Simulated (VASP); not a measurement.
Ir: single point with PBE

Ir:

```
CELL_PARAMETERS angstrom
0.00000 2.76135 2.76135
2.76135 0.00000 2.76135
2.76135 2.76135 0.00000
ATOMIC_POSITIONS crystal
Ir 0.00000 0.00000 0.00000
Ir 0.25000 0.25000 0.25000
```

This isn't the form of Ir at room conditions, which is fcc.

| Item | Value |
| --- | --- |
| Program | VASP 6.6.1 |
| Task | single point |
| Functional | PBE |
| Potentials or basis | VASP PAW PBE potentials, release 64 (Ir) |
| Cutoff | 500 eV |
| k mesh | 7 × 7 × 7 |
| Occupations | fermi-dirac, width 0.1 eV |
| Spin | no spin polarisation |

| Item | Value |
| --- | --- |
| Pressure | 4.5 GPa |
| Band gap on the k mesh | zero (bands 9 and 10 overlap by 1.46 eV) |

Levels at points of the mesh, in eV from the Fermi level:
| k point | band 5 | band 6 | band 7 | band 8 | band 9 | band 10 | band 11 | band 12 | band 13 | band 14 |
| --- | --- | --- | --- | --- | --- | --- | --- | --- | --- | --- |
| (0.00, 0.00, 0.00) | -4.78 | -4.78 | -1.80 | -1.80 | -1.80 | 0.82 | 0.82 | 10.94 | 11.02 | 12.54 |

Run time: 7.3 s on 1 thread of AMD EPYC 9R45 96-Core Processor (Zen 5), on a shared host, peak memory 0.13 GiB.

Caveat: the cell stands under pressure; spin-orbit coupling is left out, which moves the levels of the heavy elements.
